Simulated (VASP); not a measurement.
# La2O3 (P-62m) in VASP: further runs

La2O3 is run at these levels: LDA, PBEsol, r2SCAN; tasks: single point.

Everything below comes from runs of VASP 6.6.1. Logs are shortened: lines on timing, memory, paths and dates and some standing lists are left out, and cuts for length are marked.

## (1) The cell of the first run

The structure is hexagonal, space group P-62m (No. 189). The conventional cell has a = 6.267 Å, b = 6.267 Å, c = 3.300 Å, α = 90.00°, β = 90.00°, γ = 120.00°. Within 3.3 Å of La (site symmetry -6) lie 6 O at 2.45 Å and 2 La at 3.30 Å. Within 3.3 Å of O (site symmetry m2m) lie 4 La at 2.45 Å and 6 O at 3.13 to 3.30 Å.

## (2) Single point, LDA

Contents of INCAR:

```
ALGO = Normal ; EDIFF = 1E-6
ENCUT = 520 ; GGA = CA
ISIF = 2 ; ISMEAR = 0
LASPH = True ; LCHARG = False
LREAL = False ; LWAVE = False
NBANDS = 28 ; NELM = 80
PREC = Accurate ; SIGMA = 0.01
```

Contents of KPOINTS:

```
k-points
0
Gamma
  6 6 6
```

Contents of POSCAR:

```
La2O3
1.0
    6.2667802800      0.0000000000      0.0000000000
   -3.1333901400      5.4271909200      0.0000000000
    0.0000000000      0.0000000000      3.2997660000
La O
2 3
Direct
    0.3333333304      0.6666666704      0.5000000000
    0.6666666696      0.3333333296      0.5000000000
    0.4919859996      0.4919859996      0.0000000000
    0.0000000000      0.5080140004      0.0000000000
    0.5080140005      0.0000000000      0.0000000000
```

Potentials or basis: VASP PAW LDA potentials, release 64 (La, O).

Run with:

```bash
$ cat potpaw_LDA.64/La/POTCAR potpaw_LDA.64/O/POTCAR > POTCAR
$ mpirun -np 1 vasp_std > vasp.out
```

OUTCAR:

```text
EDIFF = 1E-6
   ENCUT = 520
   GGA = CA
   ISIF = 2
   ISMEAR = 0
   LASPH = True
   LREAL = False
   NELM = 80
   PREC = Accurate

 ion  position               nearest neighbor table
   1  0.333  0.667  0.500-   5 2.45   5 2.45   4 2.45   4 2.45   3 2.45   3 2.45   2 3.62   2 3.62
                             2 3.62
   2  0.667  0.333  0.500-   5 2.45   5 2.45   4 2.45   4 2.45   3 2.45   3 2.45   1 3.62   1 3.62
                             1 3.62
   3  0.492  0.492  0.000-   2 2.45   2 2.45   1 2.45   1 2.45
   4  0.000  0.508  0.000-   1 2.45   1 2.45   2 2.45   2 2.45
   5  0.508  0.000  0.000-   2 2.45   2 2.45   1 2.45   1 2.45

  LATTYP: Found a hexagonal cell.
 ALAT       =     6.2667802800
 C/A-ratio  =     0.5265488580

  Lattice vectors:

 A1 = (   6.2667802800,   0.0000000000,   0.0000000000)
 A2 = (  -3.1333901400,   5.4271909200,   0.0000000000)
 A3 = (   0.0000000000,   0.0000000000,   3.2997660000)

Analysis of symmetry for initial positions (statically):
=====================================================================
 Subroutine PRICEL returns:
 Original cell was already a primitive cell.

 Routine SETGRP: Setting up the symmetry group for a
 hexagonal supercell.

 Subroutine GETGRP returns: Found 12 space group operations
 (whereof 12 operations were pure point group operations)
 out of a pool of 24 trial point group operations.

The static configuration has the point symmetry D_3h.

Analysis of symmetry for dynamics (positions and initial velocities):
=====================================================================
 Subroutine PRICEL returns:
 Original cell was already a primitive cell.

 Routine SETGRP: Setting up the symmetry group for a
 hexagonal supercell.

 Subroutine GETGRP returns: Found 12 space group operations
 (whereof 12 operations were pure point group operations)
 out of a pool of 24 trial point group operations.

The dynamic configuration has the point symmetry D_3h.

 Subroutine INISYM returns: Found 12 space group operations
 (whereof 12 operations are pure point group operations),
 and found     1 'primitive' translations

----------------------------------------------------------------------------------------

                                     Primitive cell

  volume of cell :     112.2284

[... 88 lines left out ...]
   ISPIN  =      1    spin polarized calculation?
   LNONCOLLINEAR =      F non collinear calculations
   LSORBIT =      F    spin-orbit coupling
   LASPH  =      T    aspherical Exc in radial PAW
   ENCUT  =  520.0 eV  38.22 Ry    6.18 a.u.  11.65 11.65  6.14*2*pi/ulx,y,z
   NELM   =     80;   NELMIN=  2; NELMDL= -5     # of ELM steps
   EDIFF  = 0.1E-05   stopping-criterion for ELM
   LREAL  =      F    real-space projection
   EDIFFG = 0.1E-04   stopping-criterion for IOM
   NSW    =      0    number of steps for IOM
   IBRION =     -1    ionic relax: 0-MD 1-quasi-New 2-CG
   NFREE  =      0    steps in history (QN), initial steepest desc. (CG)
   ISIF   =      2    stress and relaxation
   ISYM   =      2    0-nonsym 1-usesym 2-fastsym
   POTIM  = 0.5000    time-step for ionic-motion
   TEBEG  =    0.0;   TEEND  =   0.0 temperature during run
   PSTRESS=    0.0 pullay stress
   NELECT =      40.0000    total number of electrons
   NUPDOWN=      -1.0000    fix difference up-down
   EMIN   =  10.00;   EMAX   =-10.00  energy-range for DOS
   EFERMI =   0.00;   METHOD = LEGACY
   ISMEAR =     0;   SIGMA  =   0.01  broadening in eV -4-tet -1-fermi 0-gaus
   EFERMI_NEDOS =   21; number of points for ismear=-14 and -15
   IALGO  =     38    algorithm
   IMIX   =      4    mixing-type and parameters
     AMIX     =   0.40;   BMIX     =  1.00
     AMIX_MAG =   1.60;   BMIX_MAG =  1.00
  volume/ion in A,a.u.               =      22.45       151.47
  Fermi-wavevector in a.u.,A,eV,Ry     =   1.160719  2.193442 18.330716  1.347270
  Thomas-Fermi vector in A             =   2.297299
   LORBIT       =      0    0 simple, 1 ext, 2 COOP (PROOUT), +10 PAW based schemes
   GGA     = CA    functional components
   LHFCALC =     F    Hartree Fock is set to
   AEXX    =    0.0000 exact exchange contribution
   IVDW    =     0    specifies the selected vdW correction
   LEPSILON=     F    determine dielectric tensor
   LRPA    =     F    only Hartree local field effects (RPA)
 non-spin polarized calculation
 Gauss-broadening in eV      SIGMA  =   0.01
  energy-cutoff  :      520.00
  volume of cell :      112.23
 maximum number of plane-waves:      3044
 NGX is ok and might be reduce to    48
   NGX = 23   NGY = 23   NGZ = 13

 number of electron      39.9999994 magnetization

 Free energy of the ion-electron system (eV)
  ---------------------------------------------------
  ext. energy  EPLUGINS =         0.00000000
  ---------------------------------------------------
  free energy    TOTEN  =       -44.39284899 eV

  energy without entropy =      -44.39284899  energy(sigma->0) =      -44.39284899

 E-fermi :   3.1608     XC(G=0):  -8.8239

 val. band max:        3.0878868817   @ k =   0.0000   0.0000   0.5000
 cond. band min:       4.4695281531   @ k =   0.0000   0.0000   0.0000
 fundamental gap:      1.3816412714
 Fermi energy:         3.1607668221

 k-point     1 :       0.0000    0.0000    0.0000
  band No.  band energies     occupation
      1     -27.2847      2.00000
      2     -27.0541      2.00000
      3     -14.1954      2.00000
      4     -14.1954      2.00000
      5     -12.4616      2.00000
      6     -10.8481      2.00000
[... 733 lines left out ...]
     27       7.5681      0.00000
     28       7.6787      0.00000

 [... further k-points ...]
[... 5 lines left out ...]
  --------------------------------------------------------------------------------------
  -------------------------------------------------------------------------------------
  Total       -1.1952063     -1.1952063     -4.4499967      0.0000000     -0.0000000     -0.0000000
  in kB      -17.0628178    -17.0628178    -63.5283475      0.0000000     -0.0000000     -0.0000000
  external PRESSURE =     -32.5513277 kB  Pullay stress =       0.0000000 kB

 VOLUME and BASIS-vectors are now :
 -----------------------------------------------------------------------------
  energy-cutoff  :      520.00
  volume of cell :      112.23
      direct lattice vectors                 reciprocal lattice vectors
     6.266780280  0.000000000  0.000000000     0.159571575  0.092128692  0.000000000
    -3.133390140  5.427190920  0.000000000     0.000000000  0.184257384  0.000000000
     0.000000000  0.000000000  3.299766000     0.000000000  0.000000000  0.303051792

 POSITION                                       TOTAL-FORCE (eV/Angst)
 -----------------------------------------------------------------------------------
     -0.00000      3.61813      1.64988         0.000000      0.000000      0.000000
      3.13339      1.80906      1.64988         0.000000      0.000000      0.000000
      1.54158      2.67010      0.00000         0.036709      0.063582     -0.000000
     -1.59181      2.75709      0.00000         0.036709     -0.063582      0.000000
      3.18361      0.00000      0.00000        -0.073418     -0.000000      0.000000
 -----------------------------------------------------------------------------------
    total drift:                               -0.000001     -0.000000     -0.000000

  FREE ENERGIE OF THE ION-ELECTRON SYSTEM (eV)
  ---------------------------------------------------
  free  energy   TOTEN  =       -44.3928489946 eV

  energy  without entropy=      -44.3928489946  energy(sigma->0) =      -44.39284899
```

OSZICAR:

```text
N       E                     dE             d eps       ncg     rms          rms(c)
DAV:   1     0.521454380613E+03    0.52145E+03   -0.15918E+04  1608   0.204E+03
DAV:   2     0.986299635995E+02   -0.42282E+03   -0.40204E+03  2144   0.340E+02
DAV:   3    -0.324704966991E+02   -0.13110E+03   -0.12697E+03  2500   0.218E+02
DAV:   4    -0.505106807955E+02   -0.18040E+02   -0.17694E+02  2688   0.785E+01
DAV:   5    -0.516526635780E+02   -0.11420E+01   -0.11412E+01  2716   0.227E+01    0.152E+01
DAV:   6    -0.452046270380E+02    0.64480E+01   -0.58946E+01  2456   0.400E+01    0.818E+00
DAV:   7    -0.447437503845E+02    0.46088E+00   -0.69562E+00  3056   0.236E+01    0.343E+00
DAV:   8    -0.444167516324E+02    0.32700E+00   -0.10998E+00  2720   0.821E+00    0.109E+00
DAV:   9    -0.443847008206E+02    0.32051E-01   -0.25993E-01  2880   0.392E+00    0.416E-01
DAV:  10    -0.443907939964E+02   -0.60932E-02   -0.24904E-02  2952   0.103E+00    0.153E-01
DAV:  11    -0.443925909667E+02   -0.17970E-02   -0.73765E-03  2320   0.432E-01    0.132E-01
DAV:  12    -0.443927926615E+02   -0.20169E-03   -0.27237E-03  2880   0.448E-01    0.231E-02
DAV:  13    -0.443928394620E+02   -0.46800E-04   -0.16387E-04  2360   0.778E-02    0.752E-03
DAV:  14    -0.443928488164E+02   -0.93545E-05   -0.30459E-05  3016   0.484E-02    0.410E-03
DAV:  15    -0.443928489946E+02   -0.17816E-06   -0.60821E-06  2264   0.194E-02
   1 F= -.44392849E+02 E0= -.44392849E+02  d E =-.223605E-27
```

Wall time 78 s (1 thread of Intel Xeon Platinum 8559C (Emerald Rapids), shared host); peak memory 0.25 GiB.

What came out:

```yaml
Free_energy: -44.3928 eV
Pressure: -3.3 GPa
Largest_force: 0.073 eV/Å
Band_gap_on_the_k_mesh: 1.38 eV (least direct gap 1.90 eV)
```

Forces on the atoms (eV/Å):
```
La   0.000  0.000  0.000
La   0.000  0.000  0.000
O    0.037  0.064  0.000
O    0.037 -0.064  0.000
O   -0.073  0.000  0.000
```

Caveat: the cell stands under tension; spin-orbit coupling is left out, which moves the levels of the heavy elements.

## (3) Single point, PBEsol

Contents of INCAR:

```
PREC     = Accurate       # precision mode
ENCUT    = 520            # plane-wave cutoff, eV
EDIFF    = 1E-6           # SCF threshold, eV
ISMEAR   = 0              # smearing method
SIGMA    = 0.01           # smearing width, eV
LREAL    = F              # projectors in reciprocal space
LASPH    = T              # aspherical terms in the spheres
NELM     = 60             # most SCF steps
ALGO     = Normal         # electronic algorithm
ISIF     = 2              # what is computed and relaxed
LWAVE    = F              # write WAVECAR
LCHARG   = F              # write CHGCAR
GGA      = PS             # functional
NBANDS   = 28             # bands
```

Contents of KPOINTS:

```
Automatic mesh
0
Gamma
  6 6 6
```

POSCAR is that of step 2.

Potentials or basis: VASP PAW PBE potentials, release 64 (La, O).

Run with:

```bash
$ cat potpaw_PBE.64/La/POTCAR potpaw_PBE.64/O/POTCAR > POTCAR
$ mpirun -np 1 vasp_std > vasp.out
```

It took 85 s on 1 thread of Intel Xeon Platinum 8559C (Emerald Rapids), shared host; peak memory 0.29 GiB.

Results (log left out):

| Item | Value |
| --- | --- |
| Free energy | -42.4414 eV |
| Pressure | -1.2 GPa |
| Largest force | 0.062 eV/Å |
| Band gap on the k mesh | 1.46 eV (least direct gap 1.98 eV) |

Forces on the atoms (eV/Å):
```
La   0.000  0.000  0.000
La   0.000  0.000  0.000
O    0.031  0.054  0.000
O    0.031 -0.054  0.000
O   -0.062  0.000  0.000
```

Stress tensor (GPa, compression positive):
```
 0.07  0.00  0.00
 0.00  0.07  0.00
 0.00  0.00 -3.76
```

Levels at points of the mesh, in eV from the valence-band top:
| k point | band 18 | band 19 | band 20 | band 21 | band 22 | band 23 |
| --- | --- | --- | --- | --- | --- | --- |
| (0.00, 0.00, 0.00) | -1.03 | -0.73 | -0.51 | 1.46 | 3.50 | 4.01 |
| (0.50, 0.00, 0.00) | -1.19 | -1.16 | -0.97 | 2.62 | 3.50 | 4.31 |
| (0.00, 0.00, 0.50) | -1.20 | -0.34 | 0.00 | 4.34 | 4.37 | 4.39 |
| (0.50, 0.00, 0.50) | -1.42 | -0.69 | -0.65 | 4.31 | 4.44 | 4.45 |

Caveat: the PAW data sets were made with another functional, which shifts forces and pressure a little; spin-orbit coupling is left out, which moves the levels of the heavy elements. A k mesh can miss the band edges.

## (4) Single point, r2SCAN

POSCAR is that of step 3.

Contents of INCAR.step1:

```
PREC = Accurate ; ENCUT = 520
ISMEAR = 0 ; SIGMA = 0.01
LREAL = False ; LASPH = True
NELM = 80 ; NBANDS = 28
GGA = PE ; ALGO = Normal
EDIFF = 1E-4 ; LWAVE = True
LCHARG = False
```

Contents of INCAR.step2:

```
PREC = Accurate ; ENCUT = 520
EDIFF = 1E-7 ; ISMEAR = 0
SIGMA = 0.01 ; LREAL = False
LASPH = True ; NELM = 80
ALGO = Normal ; ISIF = 2
LWAVE = False ; LCHARG = False
METAGGA = R2SCAN ; LMIXTAU = True
NBANDS = 28 ; ISTART = 1
```

KPOINTS is that of step 3.

Potentials or basis: VASP PAW PBE potentials, release 64 (La, O).

Run with:

```bash
$ cat potpaw_PBE.64/La/POTCAR potpaw_PBE.64/O/POTCAR > POTCAR
$ cp INCAR.step1 INCAR
$ mpirun -np 1 vasp_std > vasp.out
$ cp INCAR.step2 INCAR
$ mpirun -np 1 vasp_std > vasp.out
```

OUTCAR:

```text
PREC = Accurate
   ENCUT = 520
   EDIFF = 1E-7
   ISMEAR = 0
   LREAL = False
   LASPH = True
   NELM = 80
   ISIF = 2
   METAGGA = R2SCAN
   ISTART = 1

 ion  position               nearest neighbor table
   1  0.333  0.667  0.500-   5 2.45   5 2.45   4 2.45   4 2.45   3 2.45   3 2.45   2 3.62   2 3.62
                             2 3.62
   2  0.667  0.333  0.500-   5 2.45   5 2.45   4 2.45   4 2.45   3 2.45   3 2.45   1 3.62   1 3.62
                             1 3.62
   3  0.492  0.492  0.000-   2 2.45   2 2.45   1 2.45   1 2.45
   4  0.000  0.508  0.000-   1 2.45   1 2.45   2 2.45   2 2.45
[... 951 lines left out ...]
  -------------------------------------------------------------------------------------
  Total        1.3247670      1.3247670     -0.6542518      0.0000000      0.0000000      0.0000000
  in kB       18.9124314     18.9124314     -9.3401267      0.0000000      0.0000000      0.0000000
  external PRESSURE =       9.4949120 kB  Pullay stress =       0.0000000 kB

 VOLUME and BASIS-vectors are now :
 -----------------------------------------------------------------------------
  energy-cutoff  :      520.00
  volume of cell :      112.23
      direct lattice vectors                 reciprocal lattice vectors
     6.266780280  0.000000000  0.000000000     0.159571575  0.092128692  0.000000000
    -3.133390140  5.427190920  0.000000000     0.000000000  0.184257384  0.000000000
     0.000000000  0.000000000  3.299766000     0.000000000  0.000000000  0.303051792

 POSITION                                       TOTAL-FORCE (eV/Angst)
 -----------------------------------------------------------------------------------
     -0.00000      3.61813      1.64988        -0.000000     -0.000000      0.000000
      3.13339      1.80906      1.64988        -0.000000      0.000000      0.000000
      1.54158      2.67010      0.00000         0.025854      0.044781     -0.000000
     -1.59181      2.75709      0.00000         0.025854     -0.044781      0.000000
      3.18361      0.00000      0.00000        -0.051709      0.000000      0.000000
 -----------------------------------------------------------------------------------
    total drift:                               -0.000001     -0.000000     -0.000000

  FREE ENERGIE OF THE ION-ELECTRON SYSTEM (eV)
  ---------------------------------------------------
  free  energy   TOTEN  =       -94.7178075401 eV

  energy  without entropy=      -94.7178075401  energy(sigma->0) =      -94.71780754
```

OUTCAR.step1:

```text
PREC = Accurate
   ENCUT = 520
   ISMEAR = 0
   LREAL = False
   LASPH = True
[... 979 lines left out ...]
      3.13339      1.80906      1.64988        -0.000000     -0.000000      0.000000
      1.54158      2.67010      0.00000         0.023815      0.041248      0.000000
     -1.59181      2.75709      0.00000         0.023815     -0.041248     -0.000000
      3.18361      0.00000      0.00000        -0.047629      0.000000      0.000000
 -----------------------------------------------------------------------------------
    total drift:                               -0.000001     -0.000000     -0.000000

  FREE ENERGIE OF THE ION-ELECTRON SYSTEM (eV)
  ---------------------------------------------------
  free  energy   TOTEN  =       -40.7446138309 eV

  energy  without entropy=      -40.7446138309  energy(sigma->0) =      -40.74461383
```

OSZICAR.step1:

```text
N       E                     dE             d eps       ncg     rms          rms(c)
DAV:   1     0.535917386963E+03    0.53592E+03   -0.15931E+04  1608   0.202E+03
DAV:   2     0.105105672965E+03   -0.43081E+03   -0.41008E+03  2160   0.342E+02
DAV:   3    -0.288209117524E+02   -0.13393E+03   -0.13001E+03  2476   0.220E+02
DAV:   4    -0.469523301366E+02   -0.18131E+02   -0.17685E+02  2728   0.788E+01
DAV:   5    -0.480990898138E+02   -0.11468E+01   -0.11459E+01  2684   0.226E+01    0.156E+01
DAV:   6    -0.412661648627E+02    0.68329E+01   -0.59292E+01  2456   0.402E+01    0.802E+00
DAV:   7    -0.409775760838E+02    0.28859E+00   -0.63583E+00  3072   0.231E+01    0.357E+00
DAV:   8    -0.407470485908E+02    0.23053E+00   -0.10355E+00  2776   0.822E+00    0.114E+00
DAV:   9    -0.407216897716E+02    0.25359E-01   -0.29656E-01  2896   0.405E+00    0.430E-01
DAV:  10    -0.407391668506E+02   -0.17477E-01   -0.26342E-02  2664   0.109E+00    0.134E-01
DAV:  11    -0.407436735073E+02   -0.45067E-02   -0.64293E-03  2248   0.501E-01    0.972E-02
DAV:  12    -0.407446004826E+02   -0.92698E-03   -0.14050E-03  2248   0.334E-01    0.522E-02
DAV:  13    -0.407446138309E+02   -0.13348E-04   -0.70952E-04  2280   0.171E-01
   1 F= -.40744614E+02 E0= -.40744614E+02  d E =-.133593E-26
```

Run time: 6.4 min. Hardware: 1 thread of Intel Xeon Platinum 8559C (Emerald Rapids), shared host; peak memory 0.31 GiB.

Results:

- Free energy: -94.7178 eV
- Pressure: 0.9 GPa
- Largest force: 0.052 eV/Å
- Band gap on the k mesh: 1.88 eV (least direct gap 2.41 eV)

Forces in eV/Å, atoms in the order of the input:
```
La   0.000  0.000  0.000
La   0.000  0.000  0.000
O    0.026  0.045  0.000
O    0.026 -0.045  0.000
O   -0.052  0.000  0.000
```

Stress tensor (GPa, compression positive):
```
 1.89  0.00  0.00
 0.00  1.89  0.00
 0.00  0.00 -0.93
```

Levels at points of the mesh, in eV from the valence-band top:
```
           k point  band 17  band 18  band 19  band 20  band 21  band 22  band 23  band 24
(0.00, 0.00, 0.00)    -1.04    -1.04    -0.75    -0.53     1.88     3.91     4.59     4.59
(0.50, 0.00, 0.00)    -1.69    -1.21    -1.19    -0.99     3.14     3.93     4.82     4.89
(0.00, 0.00, 0.50)    -1.24    -1.24    -0.36     0.00     4.75     4.83     4.83     4.92
(0.50, 0.00, 0.50)    -1.63    -1.44    -0.72    -0.66     4.63     5.00     5.00     5.07
```

Caveat: the PAW data sets were made with another functional, which shifts forces and pressure a little; spin-orbit coupling is left out, which moves the levels of the heavy elements. A k mesh can miss the band edges.

## (5) Overview

| level | potentials or basis | gap on the mesh (eV) | pressure (GPa) | largest force (eV/Å) |
| --- | --- | --- | --- | --- |
| LDA | VASP PAW LDA potentials, release 64 (La, O) | 1.38 | -3.3 | 0.07 |
| PBEsol | VASP PAW PBE potentials, release 64 (La, O) | 1.46 | -1.2 | 0.06 |
| r2SCAN | VASP PAW PBE potentials, release 64 (La, O) | 1.88 | 0.9 | 0.05 |

Alike in all rows: task single point; no spin polarisation; cell as given; k mesh 6 × 6 × 6; cutoff (eV) 520; smearing gaussian 0.01 eV.

Caveats: spin-orbit coupling is left out, which moves the levels of the heavy elements; the PAW data sets were made with another functional, which shifts forces and pressure a little (at least some runs); the cell stands under tension (at least some runs).

Total energies depend on the potentials used, so only differences within one code and one set of settings carry meaning.
